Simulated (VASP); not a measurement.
A run of VASP 6.6.1 is set up as follows.

Contents of INCAR:

```
SYSTEM = Cu
PREC = Accurate ; ENCUT = 520
EDIFF = 1E-7 ; ISMEAR = 0
SIGMA = 0.15 ; LREAL = .FALSE.
LASPH = .TRUE. ; NELM = 60
ALGO = Fast ; ISIF = 2
LWAVE = .FALSE. ; LCHARG = .FALSE.
GGA = PE ; IVDW = 12
NBANDS = 12
```

KPOINTS

```
Automatic mesh
0
G
  25 3 6
  0 0 0
```

Contents of POSCAR:

```
Cu
1.0
    0.0000000000     -2.2922571009      0.0000000000
   -6.9738504666      0.0000000000    -21.7433430167
   10.4066463485      0.0000000000     -3.6238885773
Cu
1
Direct
    0.5000000000      0.4166666667      0.5000000000
```

Potentials or basis: VASP PAW PBE potentials, release 64 (Cu).

Command:

```sh
$ cat potpaw_PBE.64/Cu/POTCAR > POTCAR
$ mpirun -np 1 vasp_std > vasp.out
```

(1) What does it give for the band gap on the k mesh?

(2) Predict the dispersion energy per atom.

## Answers

(1) zero (an odd number of electrons rules out a gap without spin polarisation).

(2) -0.041 eV.

Caveat: the cell differs from its parent crystal (layers slid over each other).
